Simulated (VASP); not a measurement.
# C: single point with r2SCAN+rVV10

C:

```
CELL_PARAMETERS angstrom
0.00000 1.81835 1.81835
1.81835 0.00000 1.81835
1.81835 1.81835 0.00000
ATOMIC_POSITIONS crystal
C 0.75000 0.75000 0.75000
C 0.50000 0.50000 0.50000
```

| Quantity | Value |
| --- | --- |
| Program | VASP 6.6.1 |
| Task | single point |
| Functional | r2SCAN |
| Dispersion | rVV10 |
| Potentials or basis | VASP PAW PBE potentials, release 64 (C) |
| Cutoff | 520 eV |
| k mesh | 13 × 13 × 13 |
| Occupations | fermi-dirac, width 0.05 eV |
| Spin | no spin polarisation |
| Dipole correction | no |
| Further INCAR settings | ALGO = Normal; EDIFF = 1e-07; NBANDS = 11 |

* Pressure: -25.5 GPa
* Band gap on the k mesh: 4.17 eV, indirect (least direct gap 5.67 eV)

Levels at points of the mesh, in eV from the valence-band top:
| k point | band 1 | band 2 | band 3 | band 4 | band 5 | band 6 | band 7 | band 8 |
| --- | --- | --- | --- | --- | --- | --- | --- | --- |
| (0.00, 0.00, 0.00) | -21.92 | 0.00 | 0.00 | 0.00 | 5.67 | 5.67 | 5.67 | 12.44 |

Run time: 34 s on 1 thread of Intel(R) Xeon(R) 6975P-C (Granite Rapids), with other jobs on the host, peak memory 0.17 GiB.

Caveat: the PAW data sets were made with another functional, which shifts forces and pressure a little. A k mesh can miss the band edges.
